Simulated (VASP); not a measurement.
Here is a VASP 6.6.1 calculation.

The input INCAR:

```
PREC = Accurate
ENCUT = 520
EDIFF = 1E-7
ISMEAR = 0
SIGMA = 0.1
LREAL = False
LASPH = True
NELM = 60
ALGO = Normal
ISIF = 2
LWAVE = False
LCHARG = False
GGA = PE
NBANDS = 12
```

File KPOINTS:

```
Automatic mesh
0
Gamma
  9 9 8
```

File POSCAR:

```
Cr
1.0
    2.4973049706      0.0000000000      0.0000000000
   -1.2486524853      2.1627295455      0.0000000000
    0.0000000000      0.0000000000      2.2877652940
Cr
1
Direct
    0.0000000000      0.0000000000      0.0000000000
```

Potentials or basis: VASP PAW PBE potentials, release 64 (Cr_pv).

The run is started by

```bash
$ cat potpaw_PBE.64/Cr_pv/POTCAR > POTCAR
$ mpirun -np 1 vasp_std > vasp.out
```

Question: Estimate the pressure.

Answer: -0.3 GPa.

Question: Predict the band gap on the k mesh.

Answer: Zero (bands 6 and 7 overlap by 0.72 eV).

Caveat: an empty level that is flat over the whole mesh can mark a ghost state of the potentials, or a narrow d or f band; the run has no spin polarisation, though such a crystal can be magnetic. Spin polarisation is off, so any magnetic state and its effect on volume and gap are missing.
